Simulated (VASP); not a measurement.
Here is a VASP 6.6.1 calculation.

File INCAR:

```
SYSTEM = Ga8As3P5
PREC     = Accurate       ! precision mode
ENCUT    = 520            ! plane-wave cutoff, eV
EDIFF    = 1E-6           ! SCF threshold, eV
ISMEAR   = -1             ! smearing method
SIGMA    = 0.05           ! smearing width, eV
LREAL    = Auto         
LASPH    = .True.         ! aspherical terms in the spheres
NELM     = 80             ! most SCF steps
ALGO     = Normal         ! electronic algorithm
ISIF     = 2              ! what is computed and relaxed
LWAVE    = .False.        ! write WAVECAR
LCHARG   = .False.        ! write CHGCAR
GGA      = PS             ! functional
NELECT   = 138.0        
NBANDS   = 86             ! bands
```

KPOINTS

```
Automatic mesh
0
Gamma
  2 2 2
  0.5 0.5 0.5
```

Contents of POSCAR:

```
Ga8As3P5
1.0
    7.7850750000      0.0000000000      0.0000000000
   -0.0000010000      6.7420730000      0.0000000000
    0.0000000000      0.0000000000      6.4125900000
Ga As P
8 3 5
Direct
    0.0057580000      0.3293740000      0.9993220000
    0.4996150000      0.3358690000      0.0064520000
    0.2444900000      0.8332650000      0.0097170000
    0.7549940000      0.8372650000      0.9942450000
    0.2514730000      0.1620360000      0.4896970000
    0.9969640000      0.6694640000      0.4909780000
    0.7599290000      0.1614790000      0.5042450000
    0.5150640000      0.6689840000      0.5069680000
    0.0047080000      0.3422260000      0.3758900000
    0.0057660000      0.6645110000      0.8651870000
    0.7474960000      0.1738890000      0.8706190000
    0.4965340000      0.3339480000      0.3688020000
    0.2515440000      0.8245960000      0.3760340000
    0.7418730000      0.8361230000      0.3818670000
    0.2386570000      0.1606310000      0.8792210000
    0.4900660000      0.6691440000      0.8732820000
```

Potentials or basis: VASP PAW PBE potentials, release 64 (Ga_d, As, P).

Command:

```sh
$ cat potpaw_PBE.64/Ga_d/POTCAR potpaw_PBE.64/As/POTCAR potpaw_PBE.64/P/POTCAR > POTCAR
$ mpirun -np 1 vasp_std > vasp.out
```

(1) Estimate the largest force.

Answers

(1) 1.231 eV/Å.

Caveat: the cell carries a net charge on a neutralising background, which shifts energy and pressure; the PAW data sets were made with another functional, which shifts forces and pressure a little.
